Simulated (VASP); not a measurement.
Here is a VASP 6.6.1 calculation.

Contents of INCAR:

```
  PREC = Accurate
  ENCUT = 600
  EDIFF = 1E-6
  ISMEAR = 0
  SIGMA = 0.1
  LREAL = False
  LASPH = True
  NELM = 80
  ALGO = Normal
  ISIF = 3
  LWAVE = False
  LCHARG = False
  GGA = PE
  IBRION = 2
  NSW = 90
  EDIFFG = -0.04
```

KPOINTS

```
regular mesh
0
Gamma
  4 4 4
```

Contents of POSCAR:

```
HfCuSi3
1.0
    4.1793958999      0.0000000000      0.0000000000
    0.0000000000      4.1793958999      0.0000000000
    0.0000000000      0.0000000000      4.1793958999
Hf Si Cu
1 3 1
Direct
    0.0000000000      0.0000000000      0.0000000000
    0.0000000000      0.5000000000      0.5000000000
    0.5000000000      0.0000000000      0.5000000000
    0.5000000000      0.5000000000      0.0000000000
    0.5000000000      0.5000000000      0.5000000000
```

Potentials or basis: VASP PAW PBE potentials, release 64 (Hf_pv, Si, Cu).

The run is started by

```bash
$ cat potpaw_PBE.64/Hf_pv/POTCAR potpaw_PBE.64/Si/POTCAR potpaw_PBE.64/Cu/POTCAR > POTCAR
$ mpirun -np 1 vasp_std > vasp.out
```

Problem. Estimate the space group after relaxing (to 0.1 Å).

Solution. Pm-3m (No. 221).

Problem. What does it give for the relaxed cell?

Solution. a = 4.462 Å, b = 4.462 Å, c = 4.462 Å, α = 90.00°, β = 90.00°, γ = 90.00°.

Problem. What does it give for the band gap on the k mesh?

Solution. Zero (an odd number of electrons rules out a gap without spin polarisation).

Problem. Predict the relaxed volume.

Solution. 17.76 Å³/atom.

Final structure:
```
Hf Si Cu
1.0
     4.46157    0.00000    0.00000
     0.00000    4.46157    0.00000
     0.00000    0.00000    4.46157
Hf Si Cu
1 3 1
Cartesian
  0.0000 0.0000 0.0000
  0.0000 2.2308 2.2308
  2.2308 0.0000 2.2308
  2.2308 2.2308 0.0000
  2.2308 2.2308 2.2308
```

Caveat: the k points lie up to 0.35 Å⁻¹ apart in the final cell, too coarse for converged energies and pressures of a metal; the volume moved by over 15 % at a fixed basis, so the end points are rough; spin-orbit coupling is left out, which moves the levels of the heavy elements.
